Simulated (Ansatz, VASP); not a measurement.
**Two plane-wave programs on BiSbTe2S**

Contents of INCAR:

```
SYSTEM = BiSbTe2S
PREC = Accurate
ENCUT = 520
EDIFF = 1E-7
ISMEAR = 0
SIGMA = 0.1
LREAL = .False.
LASPH = .True.
NELM = 100
ALGO = Normal
ISIF = 2
LWAVE = .False.
LCHARG = .False.
GGA = PE
NBANDS = 27
```

File KPOINTS:

```
Automatic mesh
0
Gamma
  6 6 2
  0 0 0
```

The input POSCAR:

```
BiSbTe2S
1.0
    4.7258859400      0.0000000000      0.0000000000
   -2.3629429700      4.0927372800      0.0000000000
    0.0000000000      0.0000000000      7.6392005500
Sb Bi Te S
1 1 2 1
Direct
    0.0000000000      0.0000000000      0.3640860000
    0.6666666700      0.3333333300      0.6304360000
    0.0000000000      0.0000000000      0.7522550200
    0.6666666700      0.3333333300      0.2462570100
    0.3333333300      0.6666666700      0.0069670000
```

Input for Ansatz:

```yaml
crystal:
  lattice:
    - [4.72588594, 0.0, 0.0]
    - [-2.36294297, 4.09273728, 0.0]
    - [0.0, 0.0, 7.63920055]
  atoms:
    - { symbol: Sb, position: [0.0, 0.0, 0.364086] }
    - { symbol: Bi, position: [0.66666667, 0.33333333, 0.630436] }
    - { symbol: Te, position: [0.0, 0.0, 0.75225502] }
    - { symbol: Te, position: [0.66666667, 0.33333333, 0.24625701] }
    - { symbol: S, position: [0.33333333, 0.66666667, 0.006967] }
basis:
  ecutwfc: 420
kpoints:
  mp_grid: { grid: [6, 6, 2] }
hamiltonian:
  xc: pbe
scf:
  occupations: { method: gaussian, width: 0.1 }
  lower_state_search: "off"
output:
  forces: true
  stress: true
  eigenvalues: true
```

Change from the starting cell: species swapped into the CeZnAgP2 type (P3m1, No. 156).

Alike in both runs: task single point; functional PBE; k mesh 6 × 6 × 2; occupations gaussian, width 0.1 eV; no spin polarisation.

|  | VASP | Ansatz |
| --- | --- | --- |
| version | VASP 6.6.1 | Ansatz 0.2.0 |
| potentials or method | VASP PAW PBE potentials, release 64 (Sb, Bi_d, Te, S), cutoff 520 eV | scalar-relativistic, plane waves, PAW |
| valence electrons in the cell | 38 | 68 |

VASP gave:

- gap on the k mesh at the Fermi level (eV): none
- pressure (GPa): 9.2
- traceless stress, the component that is largest in VASP (GPa): -3.46
- rms of the force components (eV/Å): 0.723

Question: What did Ansatz give for the same quantities?

Answer: gap on the k mesh at the Fermi level (eV): none; pressure (GPa): 9.3; traceless stress, the component that is largest in VASP (GPa): -3.45; rms of the force components (eV/Å): 0.719.

Atom by atom the forces differ by 0.004 eV/Å (rms over components). A gap of «none» marks a metal or a gap that the smearing closes. VASP's potentials hold 38 valence electrons a cell and Ansatz's 68, so a difference there can come from the potentials and not from the codes.

The k mesh is coarse, so the values compare programs but aren't converged. Spin-orbit coupling is off throughout.
